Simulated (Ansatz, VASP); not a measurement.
# One calculation of InIrC4N4, two programs

Contents of INCAR:

```
SYSTEM = InIrC4N4
PREC = Accurate
ENCUT = 520
EDIFF = 1E-6
ISMEAR = 0
SIGMA = 0.1
LREAL = .FALSE.
LASPH = .TRUE.
NELM = 150
ALGO = Normal
ISIF = 2
LWAVE = .FALSE.
LCHARG = .FALSE.
ISPIN = 2
MAGMOM = 0 1 0 0 0 0 0 0 0 0
LORBIT = 11
LMAXMIX = 4
GGA = PE
NBANDS = 44
```

KPOINTS

```
Automatic mesh
0
G
  4 4 4
  0 0 0
```

File POSCAR:

```
InIrC4N4
1.0
    5.9865449400      0.0000000000      0.0000000000
    0.0000000000      5.9865449400      0.0000000000
    0.0000000000      0.0000000000      5.9865449400
In Ir C N
1 1 4 4
Direct
    0.5000000000      0.5000000000      0.5000000000
    0.0000000000      0.0000000000      0.0000000000
    0.1848780000      0.1848780000      0.1848780000
    0.1848780000      0.8151220000      0.8151220000
    0.8151220000      0.1848780000      0.8151220000
    0.8151220000      0.8151220000      0.1848780000
    0.2977143400      0.2977143400      0.2977143400
    0.2977143400      0.7022856600      0.7022856600
    0.7022856600      0.2977143400      0.7022856600
    0.7022856600      0.7022856600      0.2977143400
```

Input for Ansatz:

```yaml
crystal:
  lattice:
    - [5.98654494, 0.0, 0.0]
    - [0.0, 5.98654494, 0.0]
    - [0.0, 0.0, 5.98654494]
  atoms:
    - { symbol: In, position: [0.5, 0.5, 0.5] }
    - { symbol: Ir, position: [0.0, 0.0, 0.0], spin: 1.0 }
    - { symbol: C, position: [0.184878, 0.184878, 0.184878] }
    - { symbol: C, position: [0.184878, 0.815122, 0.815122] }
    - { symbol: C, position: [0.815122, 0.184878, 0.815122] }
    - { symbol: C, position: [0.815122, 0.815122, 0.184878] }
    - { symbol: "N", position: [0.29771434, 0.29771434, 0.29771434] }
    - { symbol: "N", position: [0.29771434, 0.70228566, 0.70228566] }
    - { symbol: "N", position: [0.70228566, 0.29771434, 0.70228566] }
    - { symbol: "N", position: [0.70228566, 0.70228566, 0.29771434] }
basis:
  ecutwfc: 420
kpoints:
  mp_grid: { grid: [4, 4, 4] }
hamiltonian:
  xc: pbe
scf:
  occupations: { method: gaussian, width: 0.1 }
  lower_state_search: "off"
output:
  forces: true
  stress: true
  eigenvalues: true
  populations: true
magnetization:
  spin_polarized: true
```

Alike in both runs: task single point; functional PBE; k mesh 4 × 4 × 4; occupations gaussian, width 0.1 eV; collinear spin.

```csv
,VASP,Ansatz
version,VASP 6.6.1,Ansatz 0.2.0
potentials or method,"VASP PAW PBE potentials, release 64 (In_d, Ir, C, N), cutoff 520 eV","scalar-relativistic, plane waves, PAW"
valence electrons in the cell,58,66
```

|  | VASP | Ansatz | Ansatz less VASP |
| --- | --- | --- | --- |
| gap on the k mesh at the Fermi level (eV) | none | none | - |
| pressure (GPa) | 3.4 | 2.9 | -0.51 |
| rms of the force components (eV/Å) | 0.897 | 0.749 | -0.1487 |
| net moment per atom (μB) | 0.20 | 0.20 | 0.000 |
| size of the moment on the site where the two differ most (μB) | 0.91 | 0.45 | -0.456 |

Site moments also hang on the region over which each program counts them. Atom by atom the forces differ by 0.152 eV/Å (rms over components). A gap of «none» marks a metal or a gap that the smearing closes. VASP's potentials hold 58 valence electrons a cell and Ansatz's 66, so a difference there can come from the potentials and not from the codes.

Spin-orbit coupling is off throughout. Noted on VASP's run: the standard files for N, O and F lose accuracy on very short bonds.
